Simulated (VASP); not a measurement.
# Al3GaN4 (R3m) in VASP: further runs, part 3 of 3

VASP 6.6.1. The steps go on from the part before.

### Step 4. Single point, r2SCAN (all Ga atoms moved +0.100 Å, as atom 4 along Cartesian [1 1 1])

POSCAR reads:

```
Al3GaN4
1.0
    4.4012372935      0.0000000000      0.0000000000
    0.0000000000      4.4012372935      0.0000000000
    0.0000000000      0.0000000000      4.4012372935
Al Ga N
3 1 4
Direct
    0.5000000000      0.5000000000      0.0000000000
    0.5000000000      0.0000000000      0.5000000000
    0.0000000000      0.5000000000      0.5000000000
    0.0131179082      0.0131179082      0.0131179082
    0.7444581597      0.7444581597      0.2555418403
    0.7444581597      0.2555418403      0.7444581597
    0.2555418403      0.7444581597      0.7444581597
    0.2555418403      0.2555418403      0.2555418403
```

INCAR.step1 reads:

```
SYSTEM = Al3GaN4
ALGO     = Normal         ! electronic algorithm
EDIFF    = 1E-4           ! SCF threshold, eV
ENCUT    = 520            ! plane-wave cutoff, eV
GGA      = PE             ! functional
ISMEAR   = 0              ! smearing method
LASPH    = .True.         ! aspherical terms in the spheres
LCHARG   = .False.        ! write CHGCAR
LREAL    = .False.        ! projectors in reciprocal space
LWAVE    = .True.         ! write WAVECAR
NBANDS   = 31             ! bands
NELM     = 80             ! most SCF steps
PREC     = Accurate       ! precision mode
SIGMA    = 0.05           ! smearing width, eV
```

INCAR.step2 reads:

```
SYSTEM = Al3GaN4
ALGO     = Normal         ! electronic algorithm
EDIFF    = 1E-7           ! SCF threshold, eV
ENCUT    = 520            ! plane-wave cutoff, eV
ISIF     = 2              ! what is computed and relaxed
ISMEAR   = 0              ! smearing method
ISTART   = 1            
LASPH    = .True.         ! aspherical terms in the spheres
LCHARG   = .True.         ! write CHGCAR
LELF     = .True.         ! ELF
LMIXTAU  = .True.       
LREAL    = .False.        ! projectors in reciprocal space
LVHAR    = .True.       
LWAVE    = .False.        ! write WAVECAR
METAGGA  = R2SCAN         ! meta-GGA
NBANDS   = 31             ! bands
NELM     = 80             ! most SCF steps
PREC     = Accurate       ! precision mode
SIGMA    = 0.05           ! smearing width, eV
```

KPOINTS reads:

```
k-points
0
Gamma
  6 6 6
  0 0 0
```

Potentials or basis: VASP PAW PBE potentials, release 64 (Al, Ga_d, N).

Run with:

```sh
$ cat potpaw_PBE.64/Al/POTCAR potpaw_PBE.64/Ga_d/POTCAR potpaw_PBE.64/N/POTCAR > POTCAR
$ cp INCAR.step1 INCAR
$ mpirun -np 1 vasp_std > vasp.out
$ cp INCAR.step2 INCAR
$ mpirun -np 1 vasp_std > vasp.out
```

OUTCAR:

```text
SYSTEM = Al3GaN4
   EDIFF = 1E-7
   ENCUT = 520
   ISIF = 2
   ISMEAR = 0
   ISTART = 1
   LASPH = .True.
   LREAL = .False.
   METAGGA = R2SCAN
   NELM = 80
   PREC = Accurate

 ion  position               nearest neighbor table
   1  0.500  0.500  0.000-   5 1.89   6 1.89   7 1.89   8 1.89   4 3.03   3 3.11   2 3.11   2 3.11
                             3 3.11   2 3.11   2 3.11   3 3.11   3 3.11   4 3.11   4 3.11
   2  0.500  0.000  0.500-   5 1.89   6 1.89   7 1.89   8 1.89   4 3.03   3 3.11   1 3.11   1 3.11
                             1 3.11   3 3.11   1 3.11   3 3.11   3 3.11   4 3.11   4 3.11
   3  0.000  0.500  0.500-   5 1.89   6 1.89   7 1.89   8 1.89   4 3.03   2 3.11   1 3.11   1 3.11
                             2 3.11   1 3.11   2 3.11   1 3.11   2 3.11   4 3.11   4 3.11
   4  0.013  0.013  0.013-   8 1.85   6 1.98   7 1.98   5 1.98   2 3.03   3 3.03   1 3.03   2 3.11
                             3 3.11   1 3.11   3 3.11   1 3.11   2 3.11
   5  0.744  0.744  0.256-   1 1.89   2 1.89   3 1.89   4 1.98
   6  0.744  0.256  0.744-   1 1.89   2 1.89   3 1.89   4 1.98
   7  0.256  0.744  0.744-   1 1.89   2 1.89   3 1.89   4 1.98
   8  0.256  0.256  0.256-   4 1.85   2 1.89   3 1.89   1 1.89

  LATTYP: Found a simple cubic cell.
 ALAT       =     4.4012372935

  Lattice vectors:

 A1 = (   4.4012372935,   0.0000000000,   0.0000000000)
 A2 = (   0.0000000000,   4.4012372935,   0.0000000000)
 A3 = (   0.0000000000,   0.0000000000,   4.4012372935)

Analysis of symmetry for initial positions (statically):
=====================================================================
 Subroutine PRICEL returns:
 Original cell was already a primitive cell.

 Routine SETGRP: Setting up the symmetry group for a
 simple cubic supercell.

 Subroutine GETGRP returns: Found  6 space group operations
 (whereof  6 operations were pure point group operations)
 out of a pool of 48 trial point group operations.

The static configuration has the point symmetry C_3v.

Analysis of symmetry for dynamics (positions and initial velocities):
=====================================================================
 Subroutine PRICEL returns:
 Original cell was already a primitive cell.
[... 144 lines left out ...]
   LORBIT       =      0    0 simple, 1 ext, 2 COOP (PROOUT), +10 PAW based schemes
   METAGGA = R2SCAN    functional components
   LHFCALC =     F    Hartree Fock is set to
   AEXX    =    0.0000 exact exchange contribution
   IVDW    =     0    specifies the selected vdW correction
   LEPSILON=     F    determine dielectric tensor
   LRPA    =     F    only Hartree local field effects (RPA)
 non-spin polarized calculation
 Gauss-broadening in eV      SIGMA  =   0.05
  energy-cutoff  :      520.00
  volume of cell :       85.26
 maximum number of plane-waves:      2320
 NGX is ok and might be reduce to    36
   NGX = 17   NGY = 17   NGZ = 17

 number of electron      41.9999993 magnetization

 Free energy of the ion-electron system (eV)
  ---------------------------------------------------
  ext. energy  EPLUGINS =         0.00000000
  ---------------------------------------------------
  free energy    TOTEN  =       -79.33002240 eV

  energy without entropy =      -79.33002240  energy(sigma->0) =      -79.33002240

 E-fermi :   5.8229     XC(G=0): -11.7536

 val. band max:        5.5490800204   @ k =   0.0000   0.0000   0.0000
 cond. band min:       9.3320888209   @ k =   0.0000   0.0000   0.0000
 fundamental gap:      3.7830088005
 Fermi energy:         5.8229338448

 k-point     1 :       0.0000    0.0000    0.0000
  band No.  band energies     occupation
      1     -10.5311      2.00000
      2      -8.8434      2.00000
      3      -8.4472      2.00000
      4      -8.4472      2.00000
      5      -7.4970      2.00000
      6      -7.4970      2.00000
[... 805 lines left out ...]
     30      17.2346      0.00000
     31      17.6824      0.00000

 [... further k-points ...]
[... 5 lines left out ...]
  --------------------------------------------------------------------------------------
  -------------------------------------------------------------------------------------
  Total        0.1991089      0.1991089      0.1991089      0.7113261      0.7113261      0.7113261
  in kB        3.7417675      3.7417675      3.7417675     13.3676468     13.3676468     13.3676468
  external PRESSURE =       3.7417675 kB  Pullay stress =       0.0000000 kB

 VOLUME and BASIS-vectors are now :
 -----------------------------------------------------------------------------
  energy-cutoff  :      520.00
  volume of cell :       85.26
      direct lattice vectors                 reciprocal lattice vectors
     4.401237294  0.000000000  0.000000000     0.227208835  0.000000000  0.000000000
     0.000000000  4.401237294  0.000000000     0.000000000  0.227208835  0.000000000
     0.000000000  0.000000000  4.401237294     0.000000000  0.000000000  0.227208835

 POSITION                                       TOTAL-FORCE (eV/Angst)
 -----------------------------------------------------------------------------------
      2.20062      2.20062      0.00000         0.282943      0.282943     -0.205446
      2.20062      0.00000      2.20062         0.282943     -0.205446      0.282943
      0.00000      2.20062      2.20062        -0.205446      0.282943      0.282943
      0.05774      0.05774      0.05774        -1.300569     -1.300569     -1.300569
      3.27654      3.27654      1.12470         0.137827      0.137827     -0.026931
      3.27654      1.12470      3.27654         0.137827     -0.026931      0.137827
      1.12470      3.27654      3.27654        -0.026931      0.137827      0.137827
      1.12470      1.12470      1.12470         0.691406      0.691406      0.691406
 -----------------------------------------------------------------------------------
    total drift:                                0.007548      0.007548      0.007542

  FREE ENERGIE OF THE ION-ELECTRON SYSTEM (eV)
  ---------------------------------------------------
  free  energy   TOTEN  =       -79.3300223953 eV

  energy  without entropy=      -79.3300223953  energy(sigma->0) =      -79.33002240
```

OUTCAR.step1:

```text
SYSTEM = Al3GaN4
   EDIFF = 1E-4
   ENCUT = 520
   GGA = PE
   ISMEAR = 0
   LASPH = .True.
   LREAL = .False.
   NELM = 80
[... 1063 lines left out ...]
      3.27654      1.12470      3.27654         0.115435     -0.020152      0.115435
      1.12470      3.27654      3.27654        -0.020152      0.115435      0.115435
      1.12470      1.12470      1.12470         0.691241      0.691241      0.691241
 -----------------------------------------------------------------------------------
    total drift:                               -0.003402     -0.003402     -0.003408

  FREE ENERGIE OF THE ION-ELECTRON SYSTEM (eV)
  ---------------------------------------------------
  free  energy   TOTEN  =       -56.5500075175 eV

  energy  without entropy=      -56.5500075175  energy(sigma->0) =      -56.55000752
```

It took 2.3 min on 1 thread of Intel Xeon 6975P-C (Granite Rapids), shared host; peak memory 0.26 GiB.

What came out:

| Item | Value |
| --- | --- |
| Free energy | -79.3300 eV |
| Pressure | 0.4 GPa |
| Largest force | 2.253 eV/Å |
| Band gap on the k mesh | 3.78 eV, direct |

Forces on the atoms (eV/Å):
```
Al   0.283  0.283 -0.205
Al   0.283 -0.205  0.283
Al  -0.205  0.283  0.283
Ga  -1.301 -1.301 -1.301
N    0.138  0.138 -0.027
N    0.138 -0.027  0.138
N   -0.027  0.138  0.138
N    0.691  0.691  0.691
```

Stress tensor (GPa, compression positive):
```
0.37 1.34 1.34
1.34 0.37 1.34
1.34 1.34 0.37
```

Levels at points of the mesh, in eV from the valence-band top:
```
           k point  band 18  band 19  band 20  band 21  band 22  band 23  band 24  band 25
(0.00, 0.00, 0.00)    -2.01    -0.13     0.00     0.00     3.78     3.78     3.95     4.35
(0.50, 0.00, 0.00)    -1.40    -1.24    -1.10    -0.86     6.12     6.24     6.61     6.92
(0.50, 0.50, 0.00)    -0.96    -0.72    -0.64    -0.41     7.94     8.11     8.19     8.62
(0.50, 0.50, 0.50)    -0.65    -0.65    -0.26    -0.26     6.12     7.71     7.75     7.75
```

Caveat: the cell differs from its parent crystal (all Ga atoms moved +0.100 Å, as atom 4 along Cartesian [1 1 1]); the PAW data sets were made with another functional, which shifts forces and pressure a little.

### Step 5. Single point, r2SCAN (all Ga atoms moved -0.075 Å, as atom 4 along Cartesian [1 1 1])

Edit POSCAR of step 4 so:

```diff
@@ -11,3 +11,3 @@
     0.0000000000      0.5000000000      0.5000000000
-    0.0131179082      0.0131179082      0.0131179082
+   -0.0098384312     -0.0098384312     -0.0098384312
     0.7444581597      0.7444581597      0.2555418403
```

INCAR.step1 reads:

```
SYSTEM = Al3GaN4
ALGO = Normal
EDIFF = 1E-4
ENCUT = 520
GGA = PE
ISMEAR = 0
LASPH = .True.
LCHARG = .False.
LREAL = .False.
LWAVE = .True.
NBANDS = 31
NELM = 60
PREC = Accurate
SIGMA = 0.05
```

INCAR.step2 reads:

```
SYSTEM = Al3GaN4
ALGO = Normal
EDIFF = 1E-6
ENCUT = 520
ISIF = 2
ISMEAR = 0
ISTART = 1
LASPH = .True.
LCHARG = .False.
LMIXTAU = .True.
LREAL = .False.
LWAVE = .False.
METAGGA = R2SCAN
NBANDS = 31
NELM = 60
PREC = Accurate
SIGMA = 0.05
```

KPOINTS is that of step 4.

Potentials or basis: VASP PAW PBE potentials, release 64 (Al, Ga_d, N).

Run with:

```sh
$ cat potpaw_PBE.64/Al/POTCAR potpaw_PBE.64/Ga_d/POTCAR potpaw_PBE.64/N/POTCAR > POTCAR
$ cp INCAR.step1 INCAR
$ mpirun -np 1 vasp_std > vasp.out
$ cp INCAR.step2 INCAR
$ mpirun -np 1 vasp_std > vasp.out
```

OUTCAR:

```text
SYSTEM = Al3GaN4
   EDIFF = 1E-6
   ENCUT = 520
   ISIF = 2
   ISMEAR = 0
   ISTART = 1
   LASPH = .True.
   LREAL = .False.
   METAGGA = R2SCAN
   NELM = 60
   PREC = Accurate

 ion  position               nearest neighbor table
   1  0.500  0.500  0.000-   5 1.89   6 1.89   7 1.89   8 1.89   4 3.05   3 3.11   2 3.11   2 3.11
                             3 3.11   2 3.11   2 3.11   3 3.11   3 3.11   4 3.11   4 3.11
   2  0.500  0.000  0.500-   5 1.89   6 1.89   7 1.89   8 1.89   4 3.05   3 3.11   1 3.11   1 3.11
                             1 3.11   3 3.11   1 3.11   3 3.11   3 3.11   4 3.11   4 3.11
   3  0.000  0.500  0.500-   5 1.89   6 1.89   7 1.89   8 1.89   4 3.05   2 3.11   1 3.11   1 3.11
                             2 3.11   1 3.11   2 3.11   1 3.11   2 3.11   4 3.11   4 3.11
[... 1037 lines left out ...]

 VOLUME and BASIS-vectors are now :
 -----------------------------------------------------------------------------
  energy-cutoff  :      520.00
  volume of cell :       85.26
      direct lattice vectors                 reciprocal lattice vectors
     4.401237294  0.000000000  0.000000000     0.227208835  0.000000000  0.000000000
     0.000000000  4.401237294  0.000000000     0.000000000  0.227208835  0.000000000
     0.000000000  0.000000000  4.401237294     0.000000000  0.000000000  0.227208835

 POSITION                                       TOTAL-FORCE (eV/Angst)
 -----------------------------------------------------------------------------------
      2.20062      2.20062      0.00000        -0.213966     -0.213966      0.161668
      2.20062      0.00000      2.20062        -0.213966      0.161668     -0.213966
      0.00000      2.20062      2.20062         0.161668     -0.213966     -0.213966
      4.35794      4.35794      4.35794         0.728093      0.728093      0.728093
      3.27654      3.27654      1.12470        -0.181546     -0.181546      0.116806
      3.27654      1.12470      3.27654        -0.181546      0.116806     -0.181546
      1.12470      3.27654      3.27654         0.116806     -0.181546     -0.181546
      1.12470      1.12470      1.12470        -0.215543     -0.215543     -0.215543
 -----------------------------------------------------------------------------------
    total drift:                               -0.013326     -0.013326     -0.013309

  FREE ENERGIE OF THE ION-ELECTRON SYSTEM (eV)
  ---------------------------------------------------
  free  energy   TOTEN  =       -79.3867364588 eV

  energy  without entropy=      -79.3867364588  energy(sigma->0) =      -79.38673646
```

OUTCAR.step1:

```text
SYSTEM = Al3GaN4
   EDIFF = 1E-4
   ENCUT = 520
   GGA = PE
   ISMEAR = 0
   LASPH = .True.
   LREAL = .False.
   NELM = 60
[... 1063 lines left out ...]
      3.27654      1.12470      3.27654        -0.192020      0.137989     -0.192020
      1.12470      3.27654      3.27654         0.137989     -0.192020     -0.192020
      1.12470      1.12470      1.12470        -0.200037     -0.200037     -0.200037
 -----------------------------------------------------------------------------------
    total drift:                               -0.000118     -0.000118     -0.000100

  FREE ENERGIE OF THE ION-ELECTRON SYSTEM (eV)
  ---------------------------------------------------
  free  energy   TOTEN  =       -56.6048180119 eV

  energy  without entropy=      -56.6048180119  energy(sigma->0) =      -56.60481801
```

Run time: 2.2 min. Hardware: 1 thread of Intel Xeon 6975P-C (Granite Rapids), shared host; peak memory 0.25 GiB.

What came out:

| Item | Value |
| --- | --- |
| Free energy | -79.3867 eV |
| Pressure | 0.2 GPa |
| Largest force | 1.261 eV/Å |
| Band gap on the k mesh | 3.62 eV, direct |

Forces in eV/Å, atoms in the order of the input:
```
Al  -0.214 -0.214  0.162
Al  -0.214  0.162 -0.214
Al   0.162 -0.214 -0.214
Ga   0.728  0.728  0.728
N   -0.182 -0.182  0.117
N   -0.182  0.117 -0.182
N    0.117 -0.182 -0.182
N   -0.216 -0.216 -0.216
```

Caveat: the cell differs from its parent crystal (all Ga atoms moved -0.075 Å, as atom 4 along Cartesian [1 1 1]); the PAW data sets were made with another functional, which shifts forces and pressure a little. A k mesh can miss the band edges.

### Step 6. Single point, r2SCAN (all Ga atoms moved +0.050 Å, as atom 4 along Cartesian [1 1 1])

Edit POSCAR of step 5 so:

```diff
@@ -11,3 +11,3 @@
     0.0000000000      0.5000000000      0.5000000000
-   -0.0098384312     -0.0098384312     -0.0098384312
+    0.0065589541      0.0065589541      0.0065589541
     0.7444581597      0.7444581597      0.2555418403
```

INCAR.step1 reads:

```
  ALGO = Normal
  EDIFF = 1E-4
  ENCUT = 520
  GGA = PE
  ISMEAR = 0
  LASPH = True
  LCHARG = False
  LREAL = False
  LWAVE = True
  NBANDS = 31
  NELM = 60
  PREC = Accurate
  SIGMA = 0.05
```

INCAR.step2 reads:

```
  ALGO = Normal
  EDIFF = 1E-6
  ENCUT = 520
  ISIF = 2
  ISMEAR = 0
  ISTART = 1
  LASPH = True
  LCHARG = True
  LELF = True
  LMIXTAU = True
  LREAL = False
  LVHAR = True
  LWAVE = False
  METAGGA = R2SCAN
  NBANDS = 31
  NELM = 60
  PREC = Accurate
  SIGMA = 0.05
```

KPOINTS reads:

```
k-points
0
Gamma
  6 6 6
```

Potentials or basis: VASP PAW PBE potentials, release 64 (Al, Ga_d, N).

Run with:

```sh
$ cat potpaw_PBE.64/Al/POTCAR potpaw_PBE.64/Ga_d/POTCAR potpaw_PBE.64/N/POTCAR > POTCAR
$ cp INCAR.step1 INCAR
$ mpirun -np 1 vasp_std > vasp.out
$ cp INCAR.step2 INCAR
$ mpirun -np 1 vasp_std > vasp.out
```

It took 2.5 min on 1 thread of Intel Xeon 6975P-C (Granite Rapids), shared host; peak memory 0.26 GiB.

The run converged. Its results:

| Property | Result |
| --- | --- |
| Free energy | -79.4110 eV |
| Pressure | 0.1 GPa |
| Largest force | 1.040 eV/Å |
| Band gap on the k mesh | 3.89 eV, direct |

Forces on the atoms (eV/Å):
```
Al   0.142  0.142 -0.104
Al   0.142 -0.104  0.142
Al  -0.104  0.142  0.142
Ga  -0.601 -0.601 -0.601
N    0.049  0.049  0.005
N    0.049  0.005  0.049
N    0.005  0.049  0.049
N    0.317  0.317  0.317
```

Stress tensor (GPa, compression positive):
```
0.08 0.59 0.59
0.59 0.08 0.59
0.59 0.59 0.08
```

Levels at points of the mesh, in eV from the valence-band top:
```tsv
k point	band 18	band 19	band 20	band 21	band 22	band 23	band 24	band 25
(0.00, 0.00, 0.00)	-2.02	-0.07	0.00	0.00	3.89	3.89	4.01	4.20
(0.50, 0.00, 0.00)	-1.33	-1.24	-1.03	-0.90	6.20	6.29	6.70	6.83
(0.50, 0.50, 0.00)	-0.91	-0.62	-0.61	-0.47	8.00	8.21	8.28	8.57
(0.50, 0.50, 0.50)	-0.65	-0.53	-0.31	-0.31	6.16	7.76	7.78	7.78
```

Caveat: the cell differs from its parent crystal (all Ga atoms moved +0.050 Å, as atom 4 along Cartesian [1 1 1]); the PAW data sets were made with another functional, which shifts forces and pressure a little. A k mesh can miss the band edges.
